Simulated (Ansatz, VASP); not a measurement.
**One calculation of CsTa2S4, two programs**

```xyz
7
Lattice="3.3140 0.0000 0.0000 -1.6570 2.8700 0.0000 0.0000 0.0000 14.0856" Properties=species:S:1:pos:R:3 pbc="T T T"
Cs    0.0000    1.9133    0.0000
Ta    0.0000    0.0000   10.0859
Ta    0.0000    0.0000    3.9997
S     1.6570    0.9567    8.5278
S     1.6570    0.9567   11.6440
S     1.6570    0.9567    2.4416
S     1.6570    0.9567    5.5578
```

Alike in both runs: task single point; functional PBE; dispersion D3(BJ); k mesh 6 × 6 × 2; occupations gaussian, width 0.1 eV; collinear spin.

|  | VASP | Ansatz |
| --- | --- | --- |
| version | VASP 6.6.1 | Ansatz 0.2.0 |
| potentials or method | VASP PAW PBE potentials, release 64 (Cs_sv, Ta_pv, S), cutoff 520 eV | scalar-relativistic, plane waves, PAW |
| valence electrons in the cell | 55 | 59 |

```tsv
	VASP	Ansatz	Ansatz less VASP
gap on the k mesh at the Fermi level (eV)	none	none	-
pressure (GPa)	7.3	7.0	-0.27
traceless stress, the component that is largest in VASP (GPa)	-1.28	-1.33	-0.044
rms of the force components (eV/Å)	0.300	0.294	-0.0066
net moment per atom (μB)	0.00	0.00	0.000
```

Atom by atom the forces differ by 0.010 eV/Å (rms over components). A gap of «none» marks a metal or a gap that the smearing closes. VASP's potentials hold 55 valence electrons a cell and Ansatz's 59, so a difference there can come from the potentials and not from the codes. Ansatz's warnings: seeded moment not kept.

The k mesh is coarse, so the values compare programs but aren't converged. Neither program's run includes spin-orbit coupling.
